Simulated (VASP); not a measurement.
# As in VASP: notebook

The runs below take As through single point, relaxation of cell and atoms, with PBEsol+D3(BJ).

Program: VASP 6.6.1. These are calculated values, not measurements. Logs are shortened: lines on timing, memory, paths and dates and some standing lists are left out, and cuts for length are marked.

## Step 1: The cell of the first run

The typed cell holds 4 atoms: a = 5.857 Å, b = 5.798 Å, c = 4.544 Å, α = 90.75°, β = 89.25°, γ = 143.31°.

## Step 2: Single point, PBEsol+D3(BJ)

File INCAR:

```
  ALGO = Normal
  EDIFF = 1E-6
  ENCUT = 500
  GGA = PS
  GGA_COMPAT = False
  ISIF = 2
  ISMEAR = 0
  IVDW = 12
  LASPH = True
  LCHARG = True
  LELF = True
  LREAL = False
  LVHAR = True
  LWAVE = False
  NBANDS = 18
  NELM = 120
  PREC = Accurate
  SIGMA = 0.1
```

File KPOINTS:

```
k-points
0
Gamma
  6 6 4
```

File POSCAR:

```
As
1.0
    1.9141499913     -5.5352716717     -0.0112436205
    1.7542934359      5.5257321626      0.0023832791
    0.0122683586     -0.0682356466      4.5437862762
As
4
Direct
    0.1403309402      0.9152479871      0.0604405391
    0.6210021143      0.3923956813      0.4400277258
    0.8995565870      0.1004141400      0.9536598390
    0.4032826392      0.6164597777      0.5576973388
```

Potentials or basis: VASP PAW PBE potentials, release 64 (As).

On the command line:

```
> cat potpaw_PBE.64/As/POTCAR > POTCAR
> mpirun -np 1 vasp_std > vasp.out
```

OUTCAR:

```text
EDIFF = 1E-6
   ENCUT = 500
   GGA = PS
   ISIF = 2
   ISMEAR = 0
   IVDW = 12
   LASPH = True
   LREAL = False
   NELM = 120
   PREC = Accurate
 IVDW          = 12

 ion  position               nearest neighbor table
   1  0.140  0.915  0.060-   3 2.42   2 2.46   2 2.57
   2  0.621  0.392  0.440-   1 2.46   4 2.49   1 2.57
   3  0.900  0.100  0.954-   1 2.42   4 2.55   4 2.60
   4  0.403  0.616  0.558-   2 2.49   3 2.55   3 2.60

  LATTYP: Found a triclinic cell.
 ALAT       =     5.8569043946
 B/A-ratio  =     0.6263490546
 C/A-ratio  =     0.7758902760
 COS(alpha) =     0.0003237553
 COS(beta)  =     0.0131538442
 COS(gamma) =     0.3292795864

  Lattice vectors:

 A1 = (   1.9141499913,  -5.5352716717,  -0.0112436205)
 A2 = (   3.6684434272,  -0.0095395091,  -0.0088603414)
 A3 = (   0.0122683586,  -0.0682356466,   4.5437862762)

Analysis of symmetry for initial positions (statically):
=====================================================================
 Subroutine PRICEL returns:
 Original cell was already a primitive cell.

 Routine SETGRP: Setting up the symmetry group for a
 triclinic supercell.

 Subroutine GETGRP returns: Found  1 space group operations
 (whereof  1 operations were pure point group operations)
 out of a pool of  2 trial point group operations.

The static configuration has the point symmetry C_1 .

Analysis of symmetry for dynamics (positions and initial velocities):
=====================================================================
 Subroutine PRICEL returns:
 Original cell was already a primitive cell.

 Routine SETGRP: Setting up the symmetry group for a
 triclinic supercell.

 Subroutine GETGRP returns: Found  1 space group operations
 (whereof  1 operations were pure point group operations)
 out of a pool of  2 trial point group operations.

The dynamic configuration has the point symmetry C_1 .

 Subroutine INISYM returns: Found  1 space group operations
 (whereof  1 operations are pure point group operations),
 and found     1 'primitive' translations

----------------------------------------------------------------------------------------

                                     Primitive cell

  volume of cell :      92.1846

  direct lattice vectors                    reciprocal lattice vectors
     1.914149991 -5.535271672 -0.011243621     0.272365413 -0.086468905 -0.002033929
     1.754293436  5.525732163  0.002383279     0.272842174  0.094350057  0.000680206
     0.012268359 -0.068235647  4.543786276     0.000530860 -0.000263456  0.220075384

  length of vectors
     5.856904395  5.797522494  4.544315167     0.285769009  0.288695770  0.220076182

  position of ions in fractional coordinates (direct lattice)
     0.140330940  0.915247987  0.060440539
     0.621002114  0.392395681  0.440027726
     0.899556587  0.100414140  0.953659839
     0.403282639  0.616459778  0.557697339

  ion indices of the primitive-cell ions
   primitive index   ion index
                 1           1
                 2           2
                 3           3
                 4           4

----------------------------------------------------------------------------------------

 KPOINTS: k-points

Automatic generation of k-mesh.
 Grid dimensions read from file:
 generate k-points for:    6    6    4

 Generating k-lattice:

  Cartesian coordinates                     Fractional coordinates (reciprocal lattice)
     0.045394235 -0.014411484 -0.000338988     0.166666667  0.000000000  0.000000000
     0.045473696  0.015725009  0.000113368    -0.000000000  0.166666667  0.000000000
     0.000132715 -0.000065864  0.055018846    -0.000000000  0.000000000  0.250000000

  Length of vectors
     0.047628168  0.048115962  0.055019046

  Shift w.r.t. Gamma in fractional coordinates (k-lattice)
     0.000000000  0.000000000  0.000000000

 Subroutine IBZKPT returns following result:
 ===========================================

 Found     76 irreducible k-points:

 Following reciprocal coordinates:
            Coordinates               Weight
  0.000000  0.000000  0.000000      1.000000
  0.166667  0.000000 -0.000000      2.000000
  0.333333  0.000000  0.000000      2.000000
  0.500000  0.000000  0.000000      1.000000
 -0.000000  0.166667 -0.000000      2.000000
  0.166667  0.166667  0.000000      2.000000
[... 16 lines left out ...]
  0.333333 -0.000000  0.250000      2.000000
  0.500000  0.000000  0.250000      2.000000
 [... further k-points ...]
   k-points           NKPTS =     76   k-points in BZ     NKDIM =     76   number of bands    NBANDS=     18
   number of dos      NEDOS =    301   number of ions     NIONS =      4
   total plane-waves  NPLWV =  72576
   dimension x,y,z NGX =    48 NGY =   42 NGZ =   36
   dimension x,y,z NGXF=    96 NGYF=   84 NGZF=   72
   ions per type =               4
   NGX,Y,Z   is equivalent  to a cutoff of  13.62, 12.04, 13.17 a.u.
   NGXF,Y,Z  is equivalent  to a cutoff of  27.25, 24.09, 26.34 a.u.
 SYSTEM =  unknown system
   PREC   = accura    normal or accurate (medium, high low for compatibility)
   ISTART =      0    job   : 0-new  1-cont  2-samecut
   ICHARG =      2    charge: 1-file 2-atom 10-const
   ISPIN  =      1    spin polarized calculation?
   LNONCOLLINEAR =      F non collinear calculations
   LSORBIT =      F    spin-orbit coupling
   LASPH  =      T    aspherical Exc in radial PAW
   ENCUT  =  500.0 eV  36.75 Ry    6.06 a.u.  10.68 10.57  8.29*2*pi/ulx,y,z
   NELM   =    120;   NELMIN=  2; NELMDL= -5     # of ELM steps
   EDIFF  = 0.1E-05   stopping-criterion for ELM
   LREAL  =      F    real-space projection
   EDIFFG = 0.1E-04   stopping-criterion for IOM
   NSW    =      0    number of steps for IOM
   IBRION =     -1    ionic relax: 0-MD 1-quasi-New 2-CG
   NFREE  =      0    steps in history (QN), initial steepest desc. (CG)
   ISIF   =      2    stress and relaxation
   ISYM   =      2    0-nonsym 1-usesym 2-fastsym
   POTIM  = 0.5000    time-step for ionic-motion
   TEBEG  =    0.0;   TEEND  =   0.0 temperature during run
   PSTRESS=    0.0 pullay stress
   NELECT =      20.0000    total number of electrons
   NUPDOWN=      -1.0000    fix difference up-down
   EMIN   =  10.00;   EMAX   =-10.00  energy-range for DOS
   EFERMI =   0.00;   METHOD = LEGACY
   ISMEAR =     0;   SIGMA  =   0.10  broadening in eV -4-tet -1-fermi 0-gaus
   EFERMI_NEDOS =   21; number of points for ismear=-14 and -15
   IALGO  =     38    algorithm
   IMIX   =      4    mixing-type and parameters
     AMIX     =   0.40;   BMIX     =  1.00
     AMIX_MAG =   1.60;   BMIX_MAG =  1.00
  volume/ion in A,a.u.               =      23.05       155.52
  Fermi-wavevector in a.u.,A,eV,Ry     =   0.983706  1.858935 13.166050  0.967677
  Thomas-Fermi vector in A             =   2.114884
   LORBIT       =      0    0 simple, 1 ext, 2 COOP (PROOUT), +10 PAW based schemes
   GGA     = PS    functional components
   LHFCALC =     F    Hartree Fock is set to
   AEXX    =    0.0000 exact exchange contribution
   IVDW    =    12    specifies the selected vdW correction
   LEPSILON=     F    determine dielectric tensor
   LRPA    =     F    only Hartree local field effects (RPA)
 non-spin polarized calculation
 Gauss-broadening in eV      SIGMA  =   0.10
  energy-cutoff  :      500.00
  volume of cell :       92.18
 maximum number of plane-waves:      2364
 NGX is ok and might be reduce to    48
   NGX = 21   NGY = 21   NGZ = 17

 number of electron      20.0000000 magnetization

 Free energy of the ion-electron system (eV)
  ---------------------------------------------------
  ext. energy  EPLUGINS =         0.00000000
  ---------------------------------------------------
  free energy    TOTEN  =       -20.14476597 eV

  energy without entropy =      -20.14354617  energy(sigma->0) =      -20.14415607

 E-fermi :   4.2533     XC(G=0):  -9.7822

 val. band max:        4.1992558892   @ k =   0.5000   0.5000   0.0000
 cond. band min:       4.3225930702   @ k =   0.1667   0.5000   0.0000
 fundamental gap:      0.1233371809
 Fermi energy:         4.2533343230

 k-point     1 :       0.0000    0.0000    0.0000
  band No.  band energies     occupation
      1     -10.1947      2.00000
      2      -7.3058      2.00000
      3      -5.2007      2.00000
      4      -1.7363      2.00000
      5      -1.4597      2.00000
      6       0.0202      2.00000
[... 10 lines left out ...]
     17      11.2803      0.00000
     18      11.3913      0.00000

 k-point     2 :       0.1667    0.0000   -0.0000
  band No.  band energies     occupation
      1      -9.9146      2.00000
      2      -7.0834      2.00000
      3      -5.4738      2.00000
      4      -2.3807      2.00000
      5      -1.1500      2.00000
      6       0.3154      2.00000
[... 10 lines left out ...]
     17       9.9895      0.00000
     18      11.2072      0.00000

 k-point     3 :       0.3333    0.0000    0.0000
  band No.  band energies     occupation
      1      -9.1009      2.00000
      2      -6.5821      2.00000
      3      -6.2613      2.00000
      4      -3.8230      2.00000
      5      -0.2777      2.00000
      6       0.4191      2.00000
[... 10 lines left out ...]
     17      11.3043      0.00000
     18      11.8843      0.00000

 k-point     4 :       0.5000    0.0000    0.0000
  band No.  band energies     occupation
      1      -7.9480      2.00000
      2      -7.7594      2.00000
      3      -5.3692      2.00000
      4      -5.1644      2.00000
      5       0.5202      2.00000
      6       0.7946      2.00000
[... 375 lines left out ...]
      4      -3.2632      2.00000
      5      -0.6701      2.00000
      6       0.0259      2.00000
[... 10 lines left out ...]
     17      11.1607      0.00000
     18      11.9011      0.00000

 k-point    23 :       0.3333   -0.0000    0.2500
  band No.  band energies     occupation
      1      -8.7797      2.00000
      2      -7.1925      2.00000
      3      -5.5638      2.00000
      4      -4.1359      2.00000
      5      -0.8753      2.00000
      6       0.0905      2.00000
[... 10 lines left out ...]
     17      11.1981      0.00000
     18      11.9930      0.00000

 k-point    24 :       0.5000    0.0000    0.2500
  band No.  band energies     occupation
      1      -7.8021      2.00000
      2      -7.5871      2.00000
      3      -5.3651      2.00000
      4      -5.0725      2.00000
      5      -0.4701      2.00000
      6      -0.3852      2.00000
[... 10 lines left out ...]
     17      11.2471      0.00000
     18      11.5128      0.00000

 [... further k-points ...]

------------------------ aborting loop because EDIFF is reached ----------------------------------------

 Edisp (eV)   -1.36537

 E8    (eV) :    -0.8760

  FORCE on cell =-STRESS in cart. coord.  units (eV):
  Direction    XX          YY          ZZ          XY          YZ          ZX
  --------------------------------------------------------------------------------------
  -------------------------------------------------------------------------------------
  Total      -1.70378    -0.86682    -3.96189     0.46119     0.24844     0.87582
  in kB     -29.61181   -15.06545   -68.85808     8.01548     4.31796    15.22182
  external pressure =      -37.85 kB  Pullay stress =        0.00 kB

 VOLUME and BASIS-vectors are now :
 -----------------------------------------------------------------------------
  energy-cutoff  :      500.00
  volume of cell :       92.18
      direct lattice vectors                 reciprocal lattice vectors
     1.914149991 -5.535271672 -0.011243621     0.272365413 -0.086468905 -0.002033929
     1.754293436  5.525732163  0.002383279     0.272842174  0.094350057  0.000680206
     0.012268359 -0.068235647  4.543786276     0.000530860 -0.000263456  0.220075384

 POSITION                                       TOTAL-FORCE (eV/Angst)
 -----------------------------------------------------------------------------------
      1.87497      4.27652      0.27523        -0.506829     -0.623727      0.130973
      1.88247     -1.29917      1.99334         0.332630      0.114154     -0.200364
      1.90974     -4.48950      4.32335         0.210754      0.645009     -0.753101
      1.86024      1.13606      2.53099        -0.036555     -0.135435      0.822492
 -----------------------------------------------------------------------------------
    total drift:                                0.000028      0.000009      0.000040

  FREE ENERGIE OF THE ION-ELECTRON SYSTEM (eV)
  ---------------------------------------------------
  free  energy   TOTEN  =       -21.5101354134 eV

  energy  without entropy=      -21.5089156130  energy(sigma->0) =      -21.50952551
```

Run time: 3.6 min. Hardware: 1 thread of Intel Xeon 8259CL, shared host; peak memory 0.3 GiB.

What came out:

```
Free energy                : -21.5101 eV
Pressure                   : -3.8 GPa
Largest force              : 1.014 eV/Å
Dispersion energy per atom : -0.341 eV
```

Forces in eV/Å, atoms in the order of the input:
```
As  -0.507 -0.624  0.131
As   0.333  0.114 -0.200
As   0.211  0.645 -0.753
As  -0.037 -0.135  0.822
```

Levels at points of the mesh, in eV from the Fermi level:
| k point | band 8 | band 9 | band 10 | band 11 | band 12 | band 13 |
| --- | --- | --- | --- | --- | --- | --- |
| (0.00, 0.00, 0.00) | -2.07 | -1.37 | -0.94 | 2.21 | 2.31 | 2.78 |
| (0.50, 0.00, 0.00) | -2.35 | -2.24 | -1.99 | 0.75 | 0.91 | 1.01 |
| (0.00, 0.50, 0.00) | -2.37 | -2.22 | -2.08 | 0.68 | 0.87 | 1.07 |
| (0.50, 0.50, 0.00) | -1.52 | -0.80 | -0.05 | 0.22 | 2.12 | 2.61 |
| (0.00, 0.00, 0.50) | -1.42 | -0.63 | -0.50 | 1.17 | 1.27 | 1.97 |
| (0.50, 0.00, 0.50) | -4.14 | -1.85 | -1.58 | 2.04 | 2.27 | 4.26 |
| (0.00, 0.50, 0.50) | -4.23 | -1.62 | -1.44 | 2.18 | 2.65 | 4.23 |
| (0.50, 0.50, 0.50) | -1.52 | -0.98 | -0.94 | 1.56 | 1.76 | 1.84 |

Caveat: the cell stands under tension; the PAW data sets were made with another functional, which shifts forces and pressure a little.

## Step 3: Relaxation of cell and atoms, PBEsol+D3(BJ)

File INCAR:

```
SYSTEM = As
ALGO     = Normal         ! electronic algorithm
EDIFF    = 1E-7           ! SCF threshold, eV
EDIFFG   = -0.05          ! ionic threshold
ENCUT    = 500            ! plane-wave cutoff, eV
GGA      = PS             ! functional
GGA_COMPAT= .False.      
IBRION   = 2              ! ionic algorithm
ISIF     = 3              ! what is computed and relaxed
ISMEAR   = 0              ! smearing method
IVDW     = 12             ! dispersion correction
LASPH    = .True.         ! aspherical terms in the spheres
LCHARG   = .False.        ! write CHGCAR
LREAL    = .False.        ! projectors in reciprocal space
LWAVE    = .False.        ! write WAVECAR
NELM     = 120            ! most SCF steps
NELMIN   = 4            
NSW      = 100            ! ionic steps
PREC     = Accurate       ! precision mode
SIGMA    = 0.1            ! smearing width, eV
```

File KPOINTS:

```
k-points
0
Gamma
  6 6 4
  0 0 0
```

POSCAR is that of step 2.

Potentials or basis: VASP PAW PBE potentials, release 64 (As).

On the command line:

```
> cat potpaw_PBE.64/As/POTCAR > POTCAR
> mpirun -np 1 vasp_std > vasp.out
```

Wall time 28 min (1 thread of Intel Xeon 8259CL, shared host); peak memory 0.32 GiB.

Results (log left out):

| Property | Result |
| --- | --- |
| Free energy | -21.8167 eV |
| Relaxed volume | 20.06 Å³/atom |
| Relaxed cell | a = 5.599 Å, b = 5.608 Å, c = 4.034 Å, α = 90.33°, β = 89.67°, γ = 140.68° |
| Space group after relaxing (to 0.1 Å) | Cmce (No. 64) |
| Energy gained by relaxing | 76.6 meV/atom |
| Ionic steps | 14 |
| Pressure after relaxing | 0.1 GPa |
| Largest force after relaxing | 0.037 eV/Å |
| Dispersion energy per atom | -0.394 eV |

Forces on the atoms (eV/Å):
```
As  -0.012 -0.017  0.018
As  -0.015  0.011 -0.008
As  -0.005  0.002  0.006
As   0.033  0.004 -0.016
```

Stress tensor (GPa, compression positive):
```
 0.09  0.09 -0.05
 0.09  0.13  0.00
-0.05  0.00  0.04
```

Step by step:
```
step  energy change (eV)  largest force (eV/Å)  pressure (GPa)  volume (Å³)
   1              0.0000                1.0137           -3.79        92.18
   2             -0.1363                0.7365            2.09        85.06
   3             -0.1537                0.6269            0.40        86.72
   4             -0.2084                0.3487           -0.35        86.08
   5             -0.2382                0.5692           -1.32        85.00
   6             -0.2758                0.4777           -0.47        82.59
   7             -0.2844                0.4189            0.31        80.85
   8             -0.3004                0.2066           -0.22        80.48
   9             -0.3005                0.2013           -0.19        80.50
  10             -0.3046                0.0764            0.13        80.14
  11             -0.3047                0.0663            0.19        80.08
  12             -0.3059                0.0697           -0.03        80.26
  13             -0.3060                0.0765           -0.10        80.32
  14             -0.3065                0.0365            0.08        80.26
```

Final structure:
```
As
1.0
     1.90718   -5.26425   -0.03355
     1.86331    5.28962    0.02219
     0.01156   -0.04587    4.03323
As
4
Direct
  0.13500 0.89179 0.04521
  0.63285 0.39475 0.45627
  0.90022 0.11817 0.96028
  0.39611 0.61981 0.55007
```

Levels at points of the mesh, in eV from the Fermi level:
| k point | band 6 | band 7 | band 8 | band 9 | band 10 | band 11 | band 12 | band 13 | band 14 |
| --- | --- | --- | --- | --- | --- | --- | --- | --- | --- |
| (0.00, 0.00, 0.00) | -4.24 | -3.51 | -2.55 | -1.64 | -0.50 | 2.29 | 2.92 | 3.31 | 4.29 |
| (0.50, 0.00, 0.00) | -3.33 | -2.02 | -1.97 | -1.58 | -1.55 | 0.81 | 0.87 | 1.63 | 1.67 |
| (0.00, 0.50, 0.00) | -3.37 | -2.02 | -1.98 | -1.62 | -1.56 | 0.82 | 0.89 | 1.64 | 1.68 |
| (0.50, 0.50, 0.00) | -4.02 | -3.79 | -1.74 | -1.47 | -0.61 | 0.00 | 2.36 | 2.69 | 3.71 |
| (0.00, 0.00, 0.50) | -4.49 | -1.95 | -1.93 | -0.38 | -0.37 | 0.81 | 0.83 | 1.17 | 1.20 |
| (0.50, 0.00, 0.50) | -5.91 | -4.93 | -4.90 | -1.77 | -1.69 | 2.04 | 2.08 | 6.20 | 6.23 |
| (0.00, 0.50, 0.50) | -5.93 | -4.93 | -4.90 | -1.81 | -1.72 | 2.08 | 2.16 | 6.20 | 6.22 |
| (0.50, 0.50, 0.50) | -2.18 | -1.35 | -1.33 | -1.06 | -1.04 | 1.47 | 1.49 | 2.02 | 2.04 |

Caveat: the PAW data sets were made with another functional, which shifts forces and pressure a little; the relaxation stopped at a loose force limit of 0.05 eV/Å, so its end isn't a converged minimum.

(Part 1 of 2 ends here.)
